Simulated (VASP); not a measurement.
# CuO (Cc) in VASP: further runs, part 2 of 3

VASP 6.6.1.

**5. Single point, LDA**

This run uses another cell than the first one, of 9.76 Å³/atom.

INCAR reads:

```
PREC     = Accurate       # precision mode
ENCUT    = 820            # plane-wave cutoff, eV
EDIFF    = 1E-6           # SCF threshold, eV
ISMEAR   = -1             # smearing method
SIGMA    = 0.05           # smearing width, eV
LREAL    = False          # projectors in reciprocal space
LASPH    = True           # aspherical terms in the spheres
NELM     = 120            # most SCF steps
ALGO     = Normal         # electronic algorithm
ISIF     = 2              # what is computed and relaxed
LWAVE    = False          # write WAVECAR
LCHARG   = False          # write CHGCAR
NBANDS   = 33             # bands
GGA_COMPAT= False
```

KPOINTS reads:

```
Automatic mesh
0
Gamma
  10 10 5
```

POSCAR reads:

```
CuO
1.0
    2.3129614193     -1.6902429297      0.0000000000
    2.3129614193      1.6902429297      0.0000000000
   -0.8489194314      0.0000000000      4.9910602940
Cu O
2 2
Direct
    0.0032000000      0.4968000000      0.0000000000
    0.4968000000      0.0032000000      0.5000000000
    0.5714000000      0.4056000000      0.2537000000
    0.4056000000      0.5714000000      0.7537000000
```

Potentials or basis: VASP PAW LDA potentials, release 64 (Cu_sv_GW, O).

Run with:

```sh
$ cat potpaw_LDA.64/Cu_sv_GW/POTCAR potpaw_LDA.64/O/POTCAR > POTCAR
$ mpirun -np 1 vasp_std > vasp.out
```

OUTCAR:

```text
PREC = Accurate
   ENCUT = 820
   EDIFF = 1E-6
   ISMEAR = -1
   LREAL = False
   LASPH = True
   NELM = 120
   ISIF = 2

 ion  position               nearest neighbor table
   1  0.003  0.497  0.000-   4 1.88   3 1.91   4 1.95   3 1.99
   2  0.497  0.003  0.500-   3 1.88   4 1.91   3 1.95   4 1.99
   3  0.571  0.406  0.254-   2 1.88   1 1.91   2 1.95   1 1.99
   4  0.406  0.571  0.754-   1 1.88   2 1.91   1 1.95   2 1.99

  LATTYP: Found a base centered monoclinic cell.
 ALAT       =     4.6259228386
 B/A-ratio  =     0.7307700490
 C/A-ratio  =     1.0944283419
 COS(beta)  =    -0.1676798045

  Lattice vectors:

 A1 = (   2.3129614193,  -1.6902429297,   0.0000000000)
 A2 = (   2.3129614193,   1.6902429297,   0.0000000000)
 A3 = (  -0.8489194314,   0.0000000000,   4.9910602940)

Analysis of symmetry for initial positions (statically):
=====================================================================
 Subroutine PRICEL returns:
 Original cell was already a primitive cell.

 Routine SETGRP: Setting up the symmetry group for a
 base centered monoclinic supercell.

 Subroutine GETGRP returns: Found  2 space group operations
 (whereof  1 operations were pure point group operations)
 out of a pool of  4 trial point group operations.

The static configuration has the point symmetry C_1 .
 The point group associated with its full space group is C_1h.

Analysis of symmetry for dynamics (positions and initial velocities):
=====================================================================
 Subroutine PRICEL returns:
 Original cell was already a primitive cell.

 Routine SETGRP: Setting up the symmetry group for a
 base centered monoclinic supercell.

 Subroutine GETGRP returns: Found  2 space group operations
 (whereof  1 operations were pure point group operations)
 out of a pool of  4 trial point group operations.

The dynamic configuration has the point symmetry C_1 .
 The point group associated with its full space group is C_1h.

 Subroutine INISYM returns: Found  2 space group operations
 (whereof  1 operations are pure point group operations),
 and found     1 'primitive' translations

----------------------------------------------------------------------------------------

                                     Primitive cell

  volume of cell :      39.0248

  direct lattice vectors                    reciprocal lattice vectors
     2.312961419 -1.690242930  0.000000000     0.216173083 -0.295815466  0.036768446
     2.312961419  1.690242930  0.000000000     0.216173083  0.295815466  0.036768446
    -0.848919431  0.000000000  4.991060294     0.000000000  0.000000000  0.200358229

  length of vectors
     2.864735885  2.864735885  5.062741062     0.368224809  0.368224809  0.200358229

  position of ions in fractional coordinates (direct lattice)
     0.003200000  0.496800000  0.000000000
     0.496800000  0.003200000  0.500000000
     0.571400000  0.405600000  0.253700000
     0.405600000  0.571400000  0.753700000

  ion indices of the primitive-cell ions
   primitive index   ion index
                 1           1
                 2           2
                 3           3
                 4           4

[... 23 lines left out ...]

 Found    141 irreducible k-points:

 Following reciprocal coordinates:
            Coordinates               Weight
  0.000000  0.000000  0.000000      1.000000
  0.100000  0.000000  0.000000      4.000000
  0.200000  0.000000  0.000000      4.000000
  0.300000  0.000000  0.000000      4.000000
  0.400000  0.000000  0.000000      4.000000
  0.500000  0.000000  0.000000      2.000000
[... 16 lines left out ...]
  0.300000  0.300000  0.000000      2.000000
  0.400000  0.300000  0.000000      4.000000
 [... further k-points ...]
   k-points           NKPTS =    141   k-points in BZ     NKDIM =    141   number of bands    NBANDS=     33
   number of dos      NEDOS =    301   number of ions     NIONS =      4
   total plane-waves  NPLWV =  37632
   dimension x,y,z NGX =    28 NGY =   28 NGZ =   48
   dimension x,y,z NGXF=    56 NGYF=   56 NGZF=   96
   ions per type =               2   2
   NGX,Y,Z   is equivalent  to a cutoff of  16.25, 16.25, 15.76 a.u.
   NGXF,Y,Z  is equivalent  to a cutoff of  32.50, 32.50, 31.52 a.u.
 SYSTEM =  unknown system
   PREC   = accura    normal or accurate (medium, high low for compatibility)
   ISTART =      0    job   : 0-new  1-cont  2-samecut
   ICHARG =      2    charge: 1-file 2-atom 10-const
   ISPIN  =      1    spin polarized calculation?
   LNONCOLLINEAR =      F non collinear calculations
   LSORBIT =      F    spin-orbit coupling
   LASPH  =      T    aspherical Exc in radial PAW
   ENCUT  =  820.0 eV  60.27 Ry    7.76 a.u.   6.69  6.69 11.82*2*pi/ulx,y,z
   NELM   =    120;   NELMIN=  2; NELMDL= -5     # of ELM steps
   EDIFF  = 0.1E-05   stopping-criterion for ELM
   LREAL  =      F    real-space projection
   EDIFFG = 0.1E-04   stopping-criterion for IOM
   NSW    =      0    number of steps for IOM
   IBRION =     -1    ionic relax: 0-MD 1-quasi-New 2-CG
   NFREE  =      0    steps in history (QN), initial steepest desc. (CG)
   ISIF   =      2    stress and relaxation
   ISYM   =      2    0-nonsym 1-usesym 2-fastsym
   POTIM  = 0.5000    time-step for ionic-motion
   TEBEG  =    0.0;   TEEND  =   0.0 temperature during run
   PSTRESS=    0.0 pullay stress
   NELECT =      50.0000    total number of electrons
   NUPDOWN=      -1.0000    fix difference up-down
   EMIN   =  10.00;   EMAX   =-10.00  energy-range for DOS
   EFERMI =   0.00;   METHOD = LEGACY
   ISMEAR =    -1;   SIGMA  =   0.05  broadening in eV -4-tet -1-fermi 0-gaus
   EFERMI_NEDOS =   21; number of points for ismear=-14 and -15
   IALGO  =     38    algorithm
   IMIX   =      4    mixing-type and parameters
     AMIX     =   0.40;   BMIX     =  1.00
     AMIX_MAG =   1.60;   BMIX_MAG =  1.00
  volume/ion in A,a.u.               =       9.76        65.84
  Fermi-wavevector in a.u.,A,eV,Ry     =   1.778080  3.360085 43.015769  3.161570
  Thomas-Fermi vector in A             =   2.843345
   LORBIT       =      0    0 simple, 1 ext, 2 COOP (PROOUT), +10 PAW based schemes
   GGA     = CA    functional components
   LHFCALC =     F    Hartree Fock is set to
   AEXX    =    0.0000 exact exchange contribution
   IVDW    =     0    specifies the selected vdW correction
   LEPSILON=     F    determine dielectric tensor
   LRPA    =     F    only Hartree local field effects (RPA)
 non-spin polarized calculation
  energy-cutoff  :      820.00
  volume of cell :       39.02
 maximum number of plane-waves:      2097
   NGX = 13   NGY = 13   NGZ = 23

 number of electron      50.0000006 magnetization

 Free energy of the ion-electron system (eV)
  ---------------------------------------------------
  ext. energy  EPLUGINS =         0.00000000
  ---------------------------------------------------
  free energy    TOTEN  =       -23.48270439 eV

  energy without entropy =      -23.46409195  energy(sigma->0) =      -23.47339817

 E-fermi :   5.8543     XC(G=0): -13.0820

 val. band max:        5.8401609092   @ k =   0.5000   0.1000   0.2000
 cond. band min:       5.8629862786   @ k =  -0.1000  -0.0000   0.4000
 fundamental gap:      0.0228253694
 Fermi energy:         5.8543210280

 k-point     1 :       0.0000    0.0000    0.0000
  band No.  band energies     occupation
      1    -105.7673      2.00000
      2    -105.7665      2.00000
      3     -63.8832      2.00000
      4     -63.8829      2.00000
      5     -63.8538      2.00000
      6     -63.8419      2.00000
[... 853 lines left out ...]
     32      19.3075      0.00000
     33      20.4028      0.00000

 [... further k-points ...]

------------------------ aborting loop because EDIFF is reached ----------------------------------------

  FORCE on cell =-STRESS in cart. coord.  units (eV):
  Direction    XX          YY          ZZ          XY          YZ          ZX
  --------------------------------------------------------------------------------------
  -------------------------------------------------------------------------------------
  Total       -0.7215965     -0.1524426     -0.8883676      0.0000000      0.0000000     -0.3459715
  in kB      -29.6254287     -6.2585930    -36.4722859      0.0000000      0.0000000    -14.2039966
  external PRESSURE =     -24.1187692 kB  Pullay stress =       0.0000000 kB

 VOLUME and BASIS-vectors are now :
 -----------------------------------------------------------------------------
  energy-cutoff  :      820.00
  volume of cell :       39.02
      direct lattice vectors                 reciprocal lattice vectors
     2.312961419 -1.690242930  0.000000000     0.216173083 -0.295815466  0.036768446
     2.312961419  1.690242930  0.000000000     0.216173083  0.295815466  0.036768446
    -0.848919431  0.000000000  4.991060294     0.000000000  0.000000000  0.200358229

 POSITION                                       TOTAL-FORCE (eV/Angst)
 -----------------------------------------------------------------------------------
      1.15648      0.83430      0.00000        -0.677453      0.374016      0.262147
      0.73202     -0.83430      2.49553        -0.677453     -0.374016      0.262147
      2.04439     -0.28024      1.26623         0.677453      0.364052     -0.262147
      1.61993      0.28024      3.76176         0.677453     -0.364052     -0.262147
 -----------------------------------------------------------------------------------
    total drift:                                0.000383      0.000000      0.000491

  FREE ENERGIE OF THE ION-ELECTRON SYSTEM (eV)
  ---------------------------------------------------
  free  energy   TOTEN  =       -23.4827043887 eV

  energy  without entropy=      -23.4640919514  energy(sigma->0) =      -23.47339817
```

Run time: 8.9 min. Hardware: 1 thread of Intel Xeon Platinum 8259CL at 2.50GHz (Skylake/Cascade Lake), shared host; peak memory 0.43 GiB.

What came out:

```yaml
Free_energy: -23.4827 eV
Pressure: -2.4 GPa
Largest_force: 0.817 eV/Å
Band_gap_on_the_k_mesh: zero (bands 25 and 26 overlap by 0.60 eV)
```

Forces in eV/Å, atoms in the order of the input:
```
Cu  -0.677  0.374  0.262
Cu  -0.677 -0.374  0.262
O    0.677  0.364 -0.262
O    0.677 -0.364 -0.262
```

Levels at points of the mesh, in eV from the Fermi level:
```csv
k point,band 22,band 23,band 24,band 25,band 26,band 27,band 28,band 29
"(0.00, 0.00, 0.00)",-2.34,-2.26,-1.71,0.23,0.96,1.85,5.97,8.27
"(0.50, 0.00, 0.00)",-1.67,-1.57,-1.46,-0.04,0.28,4.72,6.36,7.03
"(0.50, 0.50, 0.00)",-2.24,-1.71,-1.27,-0.67,1.11,3.12,7.02,8.46
```

Caveat: semilocal functionals often make such compounds metallic where correlation or magnetic order opens a gap, which also shifts bond lengths. With open d or f shells a metallic result of LDA can be an artefact of self-interaction; +U or a hybrid may open a gap.

[end of part 2 of 3]

The gap in the log of VASP goes by the Fermi energy; the results here count the filled bands.